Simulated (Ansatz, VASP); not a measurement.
One calculation of SiC, two programs

```
Si C
1.0
     3.07993   -0.03719   -0.25912
    -1.57217    2.62482    0.28041
    -0.84830    0.57023   10.44611
Si C
4 4
Direct
  0.71481 0.41602 0.94363
  0.32652 0.70016 0.41996
  0.11306 0.00726 0.67484
  0.95038 0.97981 0.20683
  0.64444 0.40858 0.77513
  0.25807 0.59909 0.23821
  0.01840 0.99853 0.47540
  0.97432 0.89055 0.01800
```

Alike in both runs: task single point; functional PBE; k mesh 12 × 12 × 4; occupations tetrahedron; no spin polarisation.

```csv
,VASP,Ansatz
version,VASP 6.6.1,Ansatz 0.2.0
potentials or method,"VASP PAW PBE potentials, release 64 (Si, C), cutoff 520 eV","scalar-relativistic, plane waves, PAW"
valence electrons in the cell,32,32
```

Ansatz gave:

* gap on the k mesh at the Fermi level (eV): none
* pressure (GPa): 19.3
* traceless stress, the component that is largest in VASP (GPa): 18.66
* rms of the force components (eV/Å): 4.309

Q: Which values does VASP return?

A: gap on the k mesh at the Fermi level (eV): none; pressure (GPa): 19.2; traceless stress, the component that is largest in VASP (GPa): 18.66; rms of the force components (eV/Å): 4.300.

Atom by atom the forces differ by 0.012 eV/Å (rms over components). A gap of «none» marks a metal or a gap that the smearing closes. Ansatz's warnings: band table not solved further, tetrahedron derivatives may miss energy slope.
